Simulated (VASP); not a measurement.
Write the native input for VASP 6.6.1 that does the following.

```yaml
Task: relaxation of shape and atoms at fixed volume
Functional: PBE
Potentials_or_basis: VASP PAW PBE potentials, release 64 (Hf_pv, O)
Cutoff: 600 eV
k_mesh: 6 × 6 × 4
Occupations: gaussian, width 0.02 eV
Spin: no spin polarisation
Dipole_correction: no
Further_INCAR_settings: ALGO = Normal; EDIFF = 1e-06; IBRION = 2; EDIFFG = -0.01; NSW = 50; ISIF = 4
```

The structure of HfO2 lies in POSCAR:

```
HfO2
1.0
    3.6639488639      0.0000000000      0.0000000000
    0.0000000000      3.6639488639      0.0000000000
    0.0000000000      0.0000000000      5.3996206365
Hf O
2 4
Direct
    0.5000000000      0.5000000000      0.5000000000
    0.0000000000      0.0000000000      0.0000000000
    0.0000000000      0.5000000000      0.6866543383
    0.5000000000      0.0000000000      0.8133456617
    0.5000000000      0.0000000000      0.3133456617
    0.0000000000      0.5000000000      0.1866543383
```

One way to write it, as run:

INCAR

```
SYSTEM = HfO2
PREC = Accurate
ENCUT = 600
EDIFF = 1E-6
ISMEAR = 0
SIGMA = 0.02
LREAL = .False.
LASPH = .True.
NELM = 60
ALGO = Normal
ISIF = 4
LWAVE = .False.
LCHARG = .False.
GGA = PE
IBRION = 2
NSW = 50
EDIFFG = -0.01
```

KPOINTS

```
Automatic mesh
0
Gamma
  6 6 4
  0 0 0
```

Potentials or basis: VASP PAW PBE potentials, release 64 (Hf_pv, O).

Launch:

```console
$ cat potpaw_PBE.64/Hf_pv/POTCAR potpaw_PBE.64/O/POTCAR > POTCAR
$ mpirun -np 1 vasp_std > vasp.out
```

Results of the run:

| Quantity | Value |
| --- | --- |
| Energy gained by relaxing | 4.4 meV/atom |
| Ionic steps | 6 |
| Pressure after relaxing | -10.0 GPa |
| Largest force after relaxing | 0.007 eV/Å |
| Band gap on the k mesh | 4.71 eV (least direct gap 4.75 eV) |

Caveat: spin-orbit coupling is left out, which moves the levels of the heavy elements.

Wall time 110 s on 1 thread of Intel(R) Xeon(R) 6975P-C (Granite Rapids), on a shared host, peak memory 0.23 GiB.
